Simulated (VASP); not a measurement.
Input of a VASP 6.6.1 run:

Contents of INCAR:

```
PREC     = Accurate       # precision mode
ENCUT    = 520            # plane-wave cutoff, eV
EDIFF    = 1E-6           # SCF threshold, eV
ISMEAR   = -1             # smearing method
SIGMA    = 0.05           # smearing width, eV
LREAL    = F              # projectors in reciprocal space
LASPH    = T              # aspherical terms in the spheres
NELM     = 100            # most SCF steps
ALGO     = Normal         # electronic algorithm
ISIF     = 2              # what is computed and relaxed
LWAVE    = F              # write WAVECAR
LCHARG   = T              # write CHGCAR
GGA      = PE             # functional
LELF     = T              # ELF
LVHAR    = T            
NBANDS   = 15             # bands
```

The input KPOINTS:

```
Automatic mesh
0
Gamma
  5 5 5
```

Contents of POSCAR:

```
RbBr
1.0
    4.1260773000      0.0000000000      0.0000000000
    0.0000000000      4.1260773000      0.0000000000
    0.0000000000      0.0000000000      4.1260773000
Rb Br
1 1
Direct
    0.0000000000      0.0000000000      0.0000000000
    0.5000000000      0.5000000000      0.5000000000
```

Potentials or basis: VASP PAW PBE potentials, release 64 (Rb_sv, Br).

The run is started by

```console
$ cat potpaw_PBE.64/Rb_sv/POTCAR potpaw_PBE.64/Br/POTCAR > POTCAR
$ mpirun -np 1 vasp_std > vasp.out
```

(1) Estimate the pressure.

(2) Estimate the band gap on the k mesh.

## Answers

(1) 0.8 GPa.

(2) 4.12 eV (least direct gap 4.23 eV).

Caveat: an odd mesh through Γ misses points on the zone boundary, where band edges can lie.
